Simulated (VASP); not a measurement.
# W (Fm-3m) in VASP: a series of runs

The runs below take W through single point, with PBEsol.

All numbers are computed with VASP 6.6.1; they aren't measurements. Logs are shortened: lines on timing, memory, paths and dates and some standing lists are left out, and cuts for length are marked.

**1. The cell of the first run**

Symmetry: Fm-3m, No. 225, cubic system. The conventional cell has a = 4.060 Å, b = 4.060 Å, c = 4.060 Å, α = 90.00°, β = 90.00°, γ = 90.00°. Within 3.8 Å of W (site symmetry m-3m) lie 12 W at 2.87 Å.

**2. Single point, PBEsol**

INCAR

```
  PREC = Accurate
  ENCUT = 520
  EDIFF = 1E-6
  ISMEAR = 1
  SIGMA = 0.25
  LREAL = False
  LASPH = True
  NELM = 80
  ALGO = Normal
  ISIF = 2
  LWAVE = False
  LCHARG = False
  GGA = PS
  NBANDS = 13
```

KPOINTS

```
regular mesh
0
Gamma
  11 11 11
```

POSCAR

```
W
1.0
    0.0000000000      2.0300000000      2.0300000000
    2.0300000000      0.0000000000      2.0300000000
    2.0300000000      2.0300000000      0.0000000000
W
1
Direct
    0.0000000000      0.0000000000      0.0000000000
```

Potentials or basis: VASP PAW PBE potentials, release 64 (W_sv).

Command:

```sh
> cat potpaw_PBE.64/W_sv/POTCAR > POTCAR
> mpirun -np 1 vasp_std > vasp.out
```

OUTCAR:

```text
PREC = Accurate
   ENCUT = 520
   EDIFF = 1E-6
   ISMEAR = 1
   LREAL = False
   LASPH = True
   NELM = 80
   ISIF = 2
   GGA = PS

 ion  position               nearest neighbor table
   1  0.000  0.000  0.000-

  LATTYP: Found a face centered cubic cell.
 ALAT       =     4.0600000000

  Lattice vectors:

 A1 = (   0.0000000000,   2.0300000000,   2.0300000000)
 A2 = (   2.0300000000,   0.0000000000,   2.0300000000)
 A3 = (   2.0300000000,   2.0300000000,   0.0000000000)

Analysis of symmetry for initial positions (statically):
=====================================================================
 Subroutine PRICEL returns:
 Original cell was already a primitive cell.

 Routine SETGRP: Setting up the symmetry group for a
 face centered cubic supercell.

 Subroutine GETGRP returns: Found 48 space group operations
 (whereof 48 operations were pure point group operations)
 out of a pool of 48 trial point group operations.

The static configuration has the point symmetry O_h .

Analysis of symmetry for dynamics (positions and initial velocities):
=====================================================================
 Subroutine PRICEL returns:
 Original cell was already a primitive cell.

 Routine SETGRP: Setting up the symmetry group for a
 face centered cubic supercell.

 Subroutine GETGRP returns: Found 48 space group operations
 (whereof 48 operations were pure point group operations)
 out of a pool of 48 trial point group operations.

The dynamic configuration has the point symmetry O_h .

 Subroutine INISYM returns: Found 48 space group operations
 (whereof 48 operations are pure point group operations),
 and found     1 'primitive' translations

----------------------------------------------------------------------------------------

                                     Primitive cell

  volume of cell :      16.7309

  direct lattice vectors                    reciprocal lattice vectors
     0.000000000  2.030000000  2.030000000    -0.246305419  0.246305419  0.246305419
     2.030000000  0.000000000  2.030000000     0.246305419 -0.246305419  0.246305419
     2.030000000  2.030000000  0.000000000     0.246305419  0.246305419 -0.246305419

  length of vectors
     2.870853532  2.870853532  2.870853532     0.426613499  0.426613499  0.426613499

  position of ions in fractional coordinates (direct lattice)
     0.000000000  0.000000000  0.000000000

  ion indices of the primitive-cell ions
   primitive index   ion index
                 1           1

----------------------------------------------------------------------------------------

 KPOINTS: regular mesh

Automatic generation of k-mesh.
 Grid dimensions read from file:
 generate k-points for:   11   11   11

 Generating k-lattice:

  Cartesian coordinates                     Fractional coordinates (reciprocal lattice)
    -0.022391402  0.022391402  0.022391402     0.090909091  0.000000000  0.000000000
     0.022391402 -0.022391402  0.022391402     0.000000000  0.090909091  0.000000000
     0.022391402  0.022391402 -0.022391402     0.000000000  0.000000000  0.090909091

  Length of vectors
     0.038783045  0.038783045  0.038783045

  Shift w.r.t. Gamma in fractional coordinates (k-lattice)
     0.000000000  0.000000000  0.000000000

 Subroutine IBZKPT returns following result:
 ===========================================

 Found     56 irreducible k-points:

 Following reciprocal coordinates:
            Coordinates               Weight
  0.000000  0.000000  0.000000      1.000000
  0.090909  0.000000  0.000000      8.000000
  0.181818  0.000000  0.000000      8.000000
  0.272727  0.000000  0.000000      8.000000
  0.363636  0.000000  0.000000      8.000000
  0.454545  0.000000  0.000000      8.000000
[... 16 lines left out ...]
 -0.272727  0.181818  0.000000     24.000000
 -0.181818  0.181818  0.000000     12.000000
 [... further k-points ...]
   k-points           NKPTS =     56   k-points in BZ     NKDIM =     56   number of bands    NBANDS=     13
   number of dos      NEDOS =    301   number of ions     NIONS =      1
   total plane-waves  NPLWV =  13824
   dimension x,y,z NGX =    24 NGY =   24 NGZ =   24
   dimension x,y,z NGXF=    48 NGYF=   48 NGZF=   48
   ions per type =               1
   NGX,Y,Z   is equivalent  to a cutoff of  13.90, 13.90, 13.90 a.u.
   NGXF,Y,Z  is equivalent  to a cutoff of  27.80, 27.80, 27.80 a.u.
 SYSTEM =  unknown system
   PREC   = accura    normal or accurate (medium, high low for compatibility)
   ISTART =      0    job   : 0-new  1-cont  2-samecut
   ICHARG =      2    charge: 1-file 2-atom 10-const
   ISPIN  =      1    spin polarized calculation?
   LNONCOLLINEAR =      F non collinear calculations
   LSORBIT =      F    spin-orbit coupling
   LASPH  =      T    aspherical Exc in radial PAW
   ENCUT  =  520.0 eV  38.22 Ry    6.18 a.u.   5.34  5.34  5.34*2*pi/ulx,y,z
   NELM   =     80;   NELMIN=  2; NELMDL= -5     # of ELM steps
   EDIFF  = 0.1E-05   stopping-criterion for ELM
   LREAL  =      F    real-space projection
   EDIFFG = 0.1E-04   stopping-criterion for IOM
   NSW    =      0    number of steps for IOM
   IBRION =     -1    ionic relax: 0-MD 1-quasi-New 2-CG
   NFREE  =      0    steps in history (QN), initial steepest desc. (CG)
   ISIF   =      2    stress and relaxation
   ISYM   =      2    0-nonsym 1-usesym 2-fastsym
   POTIM  = 0.5000    time-step for ionic-motion
   TEBEG  =    0.0;   TEEND  =   0.0 temperature during run
   PSTRESS=    0.0 pullay stress
   NELECT =      14.0000    total number of electrons
   NUPDOWN=      -1.0000    fix difference up-down
   EMIN   =  10.00;   EMAX   =-10.00  energy-range for DOS
   EFERMI =   0.00;   METHOD = LEGACY
   ISMEAR =     1;   SIGMA  =   0.25  broadening in eV -4-tet -1-fermi 0-gaus
   EFERMI_NEDOS =   21; number of points for ismear=-14 and -15
   IALGO  =     38    algorithm
   IMIX   =      4    mixing-type and parameters
     AMIX     =   0.40;   BMIX     =  1.00
     AMIX_MAG =   1.60;   BMIX_MAG =  1.00
  volume/ion in A,a.u.               =      16.73       112.91
  Fermi-wavevector in a.u.,A,eV,Ry     =   1.542688  2.915258 32.380324  2.379887
  Thomas-Fermi vector in A             =   2.648457
   LORBIT       =      0    0 simple, 1 ext, 2 COOP (PROOUT), +10 PAW based schemes
   GGA     = PS    functional components
   LHFCALC =     F    Hartree Fock is set to
   AEXX    =    0.0000 exact exchange contribution
   IVDW    =     0    specifies the selected vdW correction
   LEPSILON=     F    determine dielectric tensor
   LRPA    =     F    only Hartree local field effects (RPA)
 non-spin polarized calculation
 Methfessel and Paxton  Order N= 1 SIGMA  =   0.25
  energy-cutoff  :      520.00
  volume of cell :       16.73
 maximum number of plane-waves:       463
 NGX is ok and might be reduce to    24
   NGX = 11   NGY = 11   NGZ = 11

 number of electron      14.0000002 magnetization

 Free energy of the ion-electron system (eV)
  ---------------------------------------------------
  ext. energy  EPLUGINS =         0.00000000
  ---------------------------------------------------
  free energy    TOTEN  =       -13.29037868 eV

  energy without entropy =      -13.29111555  energy(sigma->0) =      -13.29062431

 E-fermi :  10.0587     XC(G=0): -13.4490

 val. band max:       10.0159038094   @ k =  -0.2727   0.0909   0.0000
 cond. band min:      10.0793167936   @ k =   0.1818   0.0909   0.0000
 fundamental gap:      0.0634129842
 Fermi energy:        10.0587184067

 k-point     1 :       0.0000    0.0000    0.0000
  band No.  band energies     occupation
      1     -63.6152      2.00000
      2     -27.2644      2.00000
      3     -27.2644      2.00000
      4     -27.2644      2.00000
      5       1.1519      2.00000
      6       9.5176      2.00907
      7       9.5176      2.00907
      8       9.5176      2.00907
      9      12.5470     -0.00000
     10      12.5470     -0.00000
     11      22.8609      0.00000
     12      27.9433      0.00000
     13      27.9433      0.00000

 k-point     2 :       0.0909    0.0000    0.0000
  band No.  band energies     occupation
      1     -63.6075      2.00000
      2     -27.3554      2.00000
      3     -27.2761      2.00000
      4     -27.2761      2.00000
      5       1.5034      2.00000
      6       9.2577      2.00006
      7       9.6764      2.05265
      8       9.6764      2.05265
      9      12.4099     -0.00000
     10      12.4099     -0.00000
     11      23.5494      0.00000
     12      26.6126      0.00000
     13      28.6012      0.00000

 k-point     3 :       0.1818    0.0000    0.0000
  band No.  band energies     occupation
      1     -63.5868      2.00000
      2     -27.5946      2.00000
      3     -27.3074      2.00000
      4     -27.3074      2.00000
      5       2.4521      2.00000
      6       8.7418      2.00000
      7       9.9556      1.63688
      8       9.9556      1.63688
      9      12.3018     -0.00000
     10      12.3018     -0.00000
     11      24.1974      0.00000
     12      25.7278      0.00000
     13      30.4169      0.00000

 k-point     4 :       0.2727    0.0000    0.0000
  band No.  band energies     occupation
      1     -63.5596      2.00000
      2     -27.8975      2.00000
      3     -27.3480      2.00000
      4     -27.3480      2.00000
      5       3.6170      2.00000
      6       8.5564      2.00000
      7       9.8832      1.92122
      8       9.8832      1.92122
      9      12.8538     -0.00000
     10      12.8538     -0.00000
     11      22.6554      0.00000
     12      26.6372      0.00000
     13      32.5673      0.00000

 k-point     5 :       0.3636    0.0000    0.0000
  band No.  band energies     occupation
      1     -63.5345      2.00000
      2     -28.1662      2.00000
      3     -27.3850      2.00000
      4     -27.3850      2.00000
      5       4.3526      2.00000
      6       9.2788      2.00009
      7       9.5570      2.01564
      8       9.5570      2.01564
      9      13.9374     -0.00000
     10      13.9374     -0.00000
     11      21.3295      0.00000
     12      24.5368      0.00000
     13      30.7042      0.00000
[... 257 lines left out ...]
 k-point    22 :      -0.3636    0.1818    0.0000
  band No.  band energies     occupation
      1     -63.5106      2.00000
      2     -28.1872      2.00000
      3     -27.6480      2.00000
      4     -27.4352      2.00000
      5       5.7020      2.00000
      6       8.1666      2.00000
      7       9.1074      2.00000
      8      10.3167     -0.05625
      9      13.6497     -0.00000
     10      16.6607      0.00000
     11      20.6057      0.00000
     12      25.2416      0.00000
     13      26.8389      0.00000

 k-point    23 :      -0.2727    0.1818    0.0000
  band No.  band energies     occupation
      1     -63.5273      2.00000
      2     -28.0451      2.00000
      3     -27.6145      2.00000
      4     -27.3849      2.00000
      5       5.3547      2.00000
      6       8.1597      2.00000
      7       8.7363      2.00000
      8      10.5334     -0.02186
      9      12.2472     -0.00000
     10      15.8385      0.00000
     11      22.7350      0.00000
     12      26.1228      0.00000
     13      27.4647      0.00000

 k-point    24 :      -0.1818    0.1818    0.0000
  band No.  band energies     occupation
      1     -63.5504      2.00000
      2     -27.8688      2.00000
      3     -27.5189      2.00000
      4     -27.3377      2.00000
      5       4.2715      2.00000
      6       8.0208      2.00000
      7       9.4288      2.00212
      8      10.9819     -0.00000
      9      11.0589     -0.00000
     10      14.4532     -0.00000
     11      24.1853      0.00000
     12      27.7573      0.00000
     13      28.5005      0.00000

 [... further k-points ...]

------------------------ aborting loop because EDIFF is reached ----------------------------------------

  FORCE on cell =-STRESS in cart. coord.  units (eV):
  Direction    XX          YY          ZZ          XY          YZ          ZX
  --------------------------------------------------------------------------------------
  -------------------------------------------------------------------------------------
  Total       -1.2868602     -1.2868602     -1.2868602      0.0000000     -0.0000000      0.0000000
  in kB     -123.2321007   -123.2321007   -123.2321007      0.0000000     -0.0000000      0.0000000
  external PRESSURE =    -123.2321007 kB  Pullay stress =       0.0000000 kB

 VOLUME and BASIS-vectors are now :
 -----------------------------------------------------------------------------
  energy-cutoff  :      520.00
  volume of cell :       16.73
      direct lattice vectors                 reciprocal lattice vectors
     0.000000000  2.030000000  2.030000000    -0.246305419  0.246305419  0.246305419
     2.030000000  0.000000000  2.030000000     0.246305419 -0.246305419  0.246305419
     2.030000000  2.030000000  0.000000000     0.246305419  0.246305419 -0.246305419

 POSITION                                       TOTAL-FORCE (eV/Angst)
 -----------------------------------------------------------------------------------
      0.00000      0.00000      0.00000         0.000000      0.000000      0.000000
 -----------------------------------------------------------------------------------
    total drift:                               -0.000000      0.000000     -0.000000

  FREE ENERGIE OF THE ION-ELECTRON SYSTEM (eV)
  ---------------------------------------------------
  free  energy   TOTEN  =       -13.2903786839 eV

  energy  without entropy=      -13.2911155517  energy(sigma->0) =      -13.29062431
```

Run time: 15 s. Hardware: 1 thread of AMD EPYC 7R13 (Zen 3), shared host; peak memory 0.11 GiB.

What came out:

```yaml
Free_energy: -13.2904 eV
Pressure: -12.3 GPa
Band_gap_on_the_k_mesh: zero (band 7 reaches 12.63 eV, above the bottom of band 8 at 9.52 eV)
```

Caveat: the PAW data sets were made with another functional, which shifts forces and pressure a little; spin-orbit coupling is left out, which moves the levels of the heavy elements.

**3. Single point, PBEsol**

INCAR: that of step 2 with these lines changed.

```diff
@@ -2,5 +2,5 @@
   ENCUT = 520
-  EDIFF = 1E-6
+  EDIFF = 1E-7
   ISMEAR = 1
-  SIGMA = 0.25
+  SIGMA = 0.15
   LREAL = False
```

KPOINTS

```
Automatic mesh
0
Gamma
  11 11 11
```

POSCAR is that of step 2.

Potentials or basis: VASP PAW PBE potentials, release 64 (W_sv).

Command:

```sh
> cat potpaw_PBE.64/W_sv/POTCAR > POTCAR
> mpirun -np 1 vasp_std > vasp.out
```

It took 13 s on 1 thread of AMD EPYC 7R13 (Zen 3), shared host; peak memory 0.11 GiB.

The run converged. Its results:

```
Free energy            : -13.2908 eV
Pressure               : -12.4 GPa
Band gap on the k mesh : zero (band 7 reaches 12.63 eV, above the bottom of band 8 at 9.52 eV)
```

Levels at points of the mesh, in eV from the Fermi level:
```csv
k point,band 3,band 4,band 5,band 6,band 7,band 8,band 9,band 10,band 11,band 12
"(0.00, 0.00, 0.00)",-37.32,-37.32,-8.90,-0.54,-0.54,-0.54,2.49,2.49,12.81,17.89
```

Caveat: the PAW data sets were made with another functional, which shifts forces and pressure a little; spin-orbit coupling is left out, which moves the levels of the heavy elements.
